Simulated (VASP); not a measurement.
# IrRu5 (P-6m2) in VASP: further runs, part 3 of 3

VASP 6.6.1. The steps go on from the part before.

### 4 Relaxation of cell and atoms, PBE

INCAR

```
SYSTEM = IrRu5
PREC = Accurate
ENCUT = 600
EDIFF = 1E-7
ISMEAR = 0
SIGMA = 0.1
LREAL = .False.
LASPH = .True.
NELM = 100
ALGO = Normal
ISIF = 3
LWAVE = .False.
LCHARG = .False.
GGA = PE
IBRION = 2
NSW = 90
EDIFFG = -0.04
```

KPOINTS

```
regular mesh
0
Gamma
  6 6 2
  0 0 0
```

POSCAR

```
IrRu5
1.0
    2.7064543400      0.0000000000      0.0000000000
   -1.3532271700      2.3438582100      0.0000000000
    0.0000000000      0.0000000000     12.7797440000
Ru Ir
5 1
Direct
    0.3333333300      0.6666666700      0.8333333300
    0.3333333300      0.6666666700      0.1666666700
    0.3333333300      0.6666666700      0.5000000000
    0.6666666700      0.3333333300      0.3333333300
    0.6666666700      0.3333333300      0.6666666700
    0.6666666700      0.3333333300      0.0000000000
```

Potentials or basis: VASP PAW PBE potentials, release 64 (Ru_pv, Ir).

Launch:

```console
$ cat potpaw_PBE.64/Ru_pv/POTCAR potpaw_PBE.64/Ir/POTCAR > POTCAR
$ mpirun -np 1 vasp_std > vasp.out
```

OUTCAR:

```text
SYSTEM = IrRu5
   PREC = Accurate
   ENCUT = 600
   EDIFF = 1E-7
   ISMEAR = 0
   LREAL = .False.
   LASPH = .True.
   NELM = 100
   ISIF = 3
   GGA = PE
   IBRION = 2
   NSW = 90
   EDIFFG = -0.04

 ion  position               nearest neighbor table
   1  0.333  0.667  0.833-   5 2.64   5 2.64   5 2.64   6 2.64   6 2.64   6 2.64
   2  0.333  0.667  0.167-   4 2.64   4 2.64   4 2.64   6 2.64   6 2.64   6 2.64
   3  0.333  0.667  0.500-   4 2.64   5 2.64   4 2.64   5 2.64   4 2.64   5 2.64
   4  0.667  0.333  0.333-   2 2.64   2 2.64   2 2.64   3 2.64   3 2.64   3 2.64
   5  0.667  0.333  0.667-   1 2.64   1 2.64   1 2.64   3 2.64   3 2.64   3 2.64
   6  0.667  0.333  0.000-   1 2.64   2 2.64   1 2.64   2 2.64   1 2.64   2 2.64

  LATTYP: Found a hexagonal cell.
 ALAT       =     2.7064543400
 C/A-ratio  =     4.7219507128

[... 186 lines left out ...]
  -------------------------------------------------------------------------------------
  Total        6.2447922      6.2447922      3.2566280      0.0000000      0.0000000      0.0000000
  in kB      123.4168276    123.4168274     64.3612608      0.0000000      0.0000000      0.0000000
  external PRESSURE =     103.7316386 kB  Pullay stress =       0.0000000 kB
[... 307 lines left out ...]
--------------------------------------- Ionic step        9  -------------------------------------------

 number of electron      79.0000011 magnetization

 Free energy of the ion-electron system (eV)
  ---------------------------------------------------
  ext. energy  EPLUGINS =         0.00000000
  ---------------------------------------------------
  free energy    TOTEN  =       -54.97777084 eV

  energy without entropy =      -54.94207182  energy(sigma->0) =      -54.95992133

 E-fermi :  12.2865     XC(G=0): -13.9832

 val. band max:       12.2657010515   @ k =   0.5000   0.0000   0.5000
 cond. band min:      12.3163939206   @ k =   0.1667   0.1667   0.5000
 fundamental gap:      0.0506928692
 Fermi energy:        12.2864915913

 k-point     1 :       0.0000    0.0000    0.0000
  band No.  band energies     occupation
      1     -31.4839      2.00000
      2     -31.3411      2.00000
      3     -31.0361      2.00000
      4     -30.7417      2.00000
      5     -30.6624      2.00000
      6     -30.6624      2.00000
[... 722 lines left out ...]
  FREE ENERGIE OF THE ION-ELECTRON SYSTEM (eV)
  ---------------------------------------------------
  free  energy   TOTEN  =       -54.9777708357 eV

  energy  without entropy=      -54.9420718208  energy(sigma->0) =      -54.95992133

 reached required accuracy - stopping structural energy minimisation
```

OSZICAR:

```text
N       E                     dE             d eps       ncg     rms          rms(c)
DAV:   1     0.108478252737E+04    0.10848E+04   -0.49805E+04  1316   0.205E+03
[... 124 lines left out ...]
DAV:   2    -0.549784870603E+02   -0.17362E-02   -0.14296E-02  1542   0.936E-01    0.258E-01
DAV:   3    -0.549778475463E+02    0.63951E-03   -0.35958E-03  1748   0.527E-01    0.961E-02
DAV:   4    -0.549778216074E+02    0.25939E-04   -0.58378E-04  2019   0.178E-01    0.701E-02
DAV:   5    -0.549777879340E+02    0.33673E-04   -0.33057E-04  1780   0.149E-01    0.488E-02
DAV:   6    -0.549777849079E+02    0.30261E-05   -0.19015E-04  1650   0.119E-01    0.428E-02
DAV:   7    -0.549777696659E+02    0.15242E-04   -0.44826E-05  1806   0.611E-02    0.822E-03
DAV:   8    -0.549777709264E+02   -0.12605E-05   -0.25217E-06  1551   0.106E-02    0.195E-03
DAV:   9    -0.549777708357E+02    0.90742E-07   -0.15399E-07   845   0.367E-03
   9 F= -.54977771E+02 E0= -.54959921E+02  d E =-.370657E-03
```

CONTCAR:

```text
IrRu5
   1.00000000000000
     2.7469317875206105    0.0000000000000000    0.0000000000000000
    -1.3734658937603053    2.3789127077155325    0.0000000000000000
     0.0000000000000000    0.0000000000000000   12.7846822955749762
  Ru              Ir
     5     1
Direct
     0.3333333300000021    0.6666666699999979    0.8307254249813171
     0.3333333300000021    0.6666666699999979    0.1692745750186829
     0.3333333300000021    0.6666666699999979    0.5000000000000000
     0.6666666699999979    0.3333333300000021    0.3333301635926014
     0.6666666699999979    0.3333333300000021    0.6666698364073986
     0.6666666699999979    0.3333333300000021    1.0000000000000000

  0.00000000E+00  0.00000000E+00  0.00000000E+00
  0.00000000E+00  0.00000000E+00  0.00000000E+00
  0.00000000E+00  0.00000000E+00  0.00000000E+00
  0.00000000E+00  0.00000000E+00  0.00000000E+00
  0.00000000E+00  0.00000000E+00  0.00000000E+00
  0.00000000E+00  0.00000000E+00  0.00000000E+00
```

Run time: 13 min. Hardware: 1 thread of Intel Xeon 6975P-C (Granite Rapids), shared host; peak memory 0.27 GiB.

Results:

| Item | Value |
| --- | --- |
| Free energy | -54.9778 eV |
| Relaxed volume | 13.92 Å³/atom |
| Relaxed cell | a = 2.747 Å, b = 2.747 Å, c = 12.785 Å, α = 90.00°, β = 90.00°, γ = 120.00° |
| Space group after relaxing (to 0.1 Å) | P-6m2 (No. 187) |
| Energy gained by relaxing | 19.0 meV/atom |
| Ionic steps | 9 |
| Pressure after relaxing | 0.1 GPa |
| Largest force after relaxing | 0.031 eV/Å |
| Band gap on the k mesh | zero (an odd number of electrons rules out a gap without spin polarisation) |

Forces on the atoms (eV/Å):
```
Ru   0.000  0.000 -0.001
Ru   0.000  0.000  0.001
Ru   0.000  0.000  0.000
Ru   0.000  0.000  0.031
Ru   0.000  0.000 -0.031
Ir   0.000  0.000  0.000
```

Step by step:
```tsv
step	energy change (eV)	largest force (eV/Å)	pressure (GPa)	volume (Å³)
1	0.0000	0.6509	10.37	81.07
2	0.5467	0.0186	-23.41	91.76
3	-0.0971	0.4096	-1.29	83.89
4	-0.0973	0.4172	-0.91	83.79
5	-0.1100	0.0884	0.39	83.50
6	-0.1114	0.1571	0.04	83.57
7	-0.1135	0.0744	-0.02	83.57
8	-0.1136	0.0798	-0.03	83.57
9	-0.1139	0.0309	0.05	83.54
```

Final structure:
```
Ru Ir
1.0
     2.74693    0.00000    0.00000
    -1.37347    2.37891    0.00000
     0.00000    0.00000   12.78468
Ru Ir
5 1
Direct
  0.33333 0.66667 0.83073
  0.33333 0.66667 0.16927
  0.33333 0.66667 0.50000
  0.66667 0.33333 0.33333
  0.66667 0.33333 0.66667
  0.66667 0.33333 0.00000
```

Levels at points of the mesh, in eV from the Fermi level:
| k point | band 37 | band 38 | band 39 | band 40 | band 41 | band 42 |
| --- | --- | --- | --- | --- | --- | --- |
| (0.00, 0.00, 0.00) | -1.90 | -1.90 | -1.88 | -1.68 | -0.62 | -0.62 |
| (0.50, 0.00, 0.00) | 0.89 | 1.12 | 1.17 | 1.18 | 1.25 | 1.30 |
| (0.00, 0.00, 0.50) | -2.25 | -1.53 | -1.53 | -1.34 | -1.34 | -0.14 |
| (0.50, 0.00, 0.50) | 0.08 | 0.78 | 0.82 | 1.15 | 1.20 | 1.30 |

Caveat: the k points lie up to 0.44 Å⁻¹ apart in the final cell, too coarse for converged energies and pressures of a metal; spin-orbit coupling is left out, which moves the levels of the heavy elements.

### 5 Single point, PBE, collinear spin, ferromagnetic start

This run uses another cell than the first one, of 13.93 Å³/atom.

INCAR

```
SYSTEM = IrRu5
PREC = Accurate
ENCUT = 520
EDIFF = 1E-7
ISMEAR = 0
SIGMA = 0.1
LREAL = .False.
LASPH = .True.
NELM = 150
ALGO = Normal
ISIF = 2
LWAVE = .False.
LCHARG = .True.
ISPIN = 2
MAGMOM = 1 1 1 1 1 1
LORBIT = 11
LMAXMIX = 4
GGA = PE
LELF = .True.
LVHAR = .True.
NBANDS = 52
```

KPOINTS is that of step 4.

POSCAR

```
IrRu5
1.0
    2.7474301043      0.0000000000      0.0000000000
   -1.3737150522      2.3793442655      0.0000000000
    0.0000000000      0.0000000000     12.7835219431
Ru Ir
5 1
Direct
    0.3333333333      0.6666666667      0.8307501358
    0.3333333333      0.6666666667      0.1692498642
    0.3333333333      0.6666666667      0.5000000000
    0.6666666667      0.3333333333      0.3334798196
    0.6666666667      0.3333333333      0.6665201804
    0.6666666667      0.3333333333      0.0000000000
```

Launch:

```console
$ cat potpaw_PBE.64/Ru_pv/POTCAR potpaw_PBE.64/Ir/POTCAR > POTCAR
$ mpirun -np 1 vasp_std > vasp.out
```

Run time: 3.7 min. Hardware: 1 thread of Intel Xeon 6975P-C (Granite Rapids), shared host; peak memory 0.27 GiB.

Results (log left out):

```
Free energy                                           : -54.9792 eV
Pressure                                              : 0.0 GPa
Largest force                                         : 0.019 eV/Å
Net moment                                            : 0.00 μB per cell
Valence electrons inside the program's atomic spheres : Ru 12.62, 12.64 (each value once); Ir 8.37
```

Forces on the atoms (eV/Å):
```
Ru   0.000  0.000 -0.019
Ru   0.000  0.000  0.019
Ru   0.000  0.000  0.000
Ru   0.000  0.000 -0.002
Ru   0.000  0.000  0.002
Ir   0.000  0.000  0.000
```

Levels at points of the mesh, in eV from the Fermi level:
Spin up:
```csv
k point,band 35,band 36,band 37,band 38,band 39,band 40,band 41,band 42,band 43,band 44
"(0.00, 0.00, 0.00)",-2.14,-2.14,-1.90,-1.90,-1.87,-1.69,-0.63,-0.63,-0.57,-0.57
"(0.50, 0.00, 0.00)",-0.31,-0.09,0.89,1.12,1.17,1.18,1.25,1.30,1.37,1.45
"(0.00, 0.00, 0.50)",-2.45,-2.25,-2.25,-1.53,-1.53,-1.35,-1.35,-0.14,0.14,0.14
"(0.50, 0.00, 0.50)",-0.52,-0.02,0.08,0.78,0.82,1.15,1.20,1.30,1.33,1.39
```
Spin down:
| k point | band 36 | band 37 | band 38 | band 39 | band 40 | band 41 | band 42 | band 43 |
| --- | --- | --- | --- | --- | --- | --- | --- | --- |
| (0.00, 0.00, 0.00) | -2.14 | -1.90 | -1.90 | -1.87 | -1.69 | -0.63 | -0.63 | -0.57 |
| (0.50, 0.00, 0.00) | -0.09 | 0.89 | 1.12 | 1.17 | 1.18 | 1.25 | 1.30 | 1.37 |
| (0.00, 0.00, 0.50) | -2.25 | -2.25 | -1.53 | -1.53 | -1.35 | -1.35 | -0.14 | 0.14 |
| (0.50, 0.00, 0.50) | -0.02 | 0.08 | 0.78 | 0.82 | 1.15 | 1.20 | 1.30 | 1.33 |

Caveat: the k points lie up to 0.44 Å⁻¹ apart; spin-orbit coupling is left out, which moves the levels of the heavy elements.

### 6 Summary

| task | spin | cell | cutoff (eV) | gap on the mesh (eV) | pressure (GPa) | largest force (eV/Å) |
| --- | --- | --- | --- | --- | --- | --- |
| single point | off | a = 2.706, b = 2.706, c = 12.780 Å, angles 90.0, 90.0, 120.0°, 6 atoms, atomic positions A | 520 | none | 10.4 | 0.65 |
| single point | off | a = 2.747, b = 2.747, c = 12.784 Å, angles 90.0, 90.0, 120.0°, 6 atoms, atomic positions B | 520 | none | 0.0 | 0.02 |
| relaxation of cell and atoms | off | relaxed from a = 2.706, b = 2.706, c = 12.780 Å, angles 90.0, 90.0, 120.0°, 6 atoms, atomic positions A | 600 | none | 0.1 | 0.03 |
| single point | collinear, ferromagnetic start | a = 2.747, b = 2.747, c = 12.784 Å, angles 90.0, 90.0, 120.0°, 6 atoms, atomic positions B | 520 | none | 0.0 | 0.02 |

Alike in all rows: level PBE; potentials or basis VASP PAW PBE potentials, release 64 (Ru_pv, Ir); k mesh 6 × 6 × 2; smearing gaussian 0.1 eV.

Caveats: all runs use coarse meshes; spin-orbit coupling is left out, which moves the levels of the heavy elements.

Absolute energies hang on the potentials; compare differences alone.
